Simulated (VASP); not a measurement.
Set up this calculation in VASP 6.6.1, as the native input.

```yaml
Task: single point
Functional: PBE
Dispersion: D3(BJ)
Potentials_or_basis: VASP PAW PBE potentials, release 64 (Zn, O)
Cutoff: 520 eV
k_mesh: 9 × 9 × 4
Occupations: gaussian, width 0.05 eV
Spin: no spin polarisation
Dipole_correction: no
Further_INCAR_settings: ALGO = Normal; EDIFF = 1e-06; NBANDS = 26
```

The structure of ZnO lies in POSCAR:

```
ZnO
1.0
    3.2879671587      0.0000000000      0.0000000000
   -1.6439835793      2.8474630862      0.0000000000
    0.0000000000      0.0000000000      7.0234847298
Zn O
2 2
Direct
    0.0000000000      0.0000000000      0.7500000000
    0.0000000000      0.0000000000      0.2500000000
    0.3333333333      0.6666666667      0.2500000000
    0.6666666667      0.3333333333      0.7500000000
```

This cell differs from its parent crystal: strain +0.000 along x and y, -0.015 along z.

The input as run:

INCAR

```
PREC     = Accurate       # precision mode
ENCUT    = 520            # plane-wave cutoff, eV
EDIFF    = 1E-6           # SCF threshold, eV
ISMEAR   = 0              # smearing method
SIGMA    = 0.05           # smearing width, eV
LREAL    = F              # projectors in reciprocal space
LASPH    = T              # aspherical terms in the spheres
NELM     = 60             # most SCF steps
ALGO     = Normal         # electronic algorithm
ISIF     = 2              # what is computed and relaxed
LWAVE    = F              # write WAVECAR
LCHARG   = F              # write CHGCAR
GGA      = PE             # functional
IVDW     = 12             # dispersion correction
NBANDS   = 26             # bands
```

KPOINTS

```
Automatic mesh
0
Gamma
  9 9 4
```

Potentials or basis: VASP PAW PBE potentials, release 64 (Zn, O).

The run is started by

```sh
$ cat potpaw_PBE.64/Zn/POTCAR potpaw_PBE.64/O/POTCAR > POTCAR
$ mpirun -np 1 vasp_std > vasp.out
```

It gave:

```yaml
Pressure: -1.5 GPa
Band_gap_on_the_k_mesh: 0.81 eV
Dispersion_energy_per_atom: -0.159 eV
```

Caveat: the cell differs from its parent crystal (strain +0.000 along x and y, -0.015 along z).

Run time: 20 s on 1 thread of Intel(R) Xeon(R) 6975P-C (Granite Rapids) (shared host), peak memory 0.21 GiB.
